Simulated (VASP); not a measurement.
A run of VASP 6.6.1:

Contents of INCAR:

```
ALGO     = Normal         # electronic algorithm
EDIFF    = 1E-6           # SCF threshold, eV
ENCUT    = 570            # plane-wave cutoff, eV
GGA      = PE             # functional
GGA_COMPAT= False        
ISIF     = 2              # what is computed and relaxed
ISMEAR   = 0              # smearing method
LASPH    = True           # aspherical terms in the spheres
LCHARG   = False          # write CHGCAR
LREAL    = False          # projectors in reciprocal space
LWAVE    = False          # write WAVECAR
NBANDS   = 22             # bands
NELM     = 120            # most SCF steps
PREC     = Accurate       # precision mode
SIGMA    = 0.05           # smearing width, eV
```

File KPOINTS:

```
k-points
0
Gamma
  9 9 4
```

Contents of POSCAR:

```
PtS2
1.0
    3.4514000000      0.0000000000      0.0000000000
   -1.7257000000      2.9890000786      0.0000000000
    0.0000000000      0.0000000000      6.8215000000
Pt S
1 2
Direct
    0.0000000000      0.0000000000      0.0000000000
    0.3333333333      0.6666666667      0.1905593470
    0.6666666667      0.3333333333      0.8094406530
```

Potentials or basis: VASP PAW PBE potentials, release 64 (Pt_sv_GW, S).

The run is started by

```console
$ cat potpaw_PBE.64/Pt_sv_GW/POTCAR potpaw_PBE.64/S/POTCAR > POTCAR
$ mpirun -np 1 vasp_std > vasp.out
```

Hardware: 1 thread of Intel(R) Xeon(R) Platinum 8559C (Emerald Rapids) (shared host).

Task: Estimate the wall time of this run.

Result: Wall time 47 s on 1 thread of Intel(R) Xeon(R) Platinum 8559C (Emerald Rapids) (shared host), peak memory 0.24 GiB. Counts: scf iterations 14, k points 43.
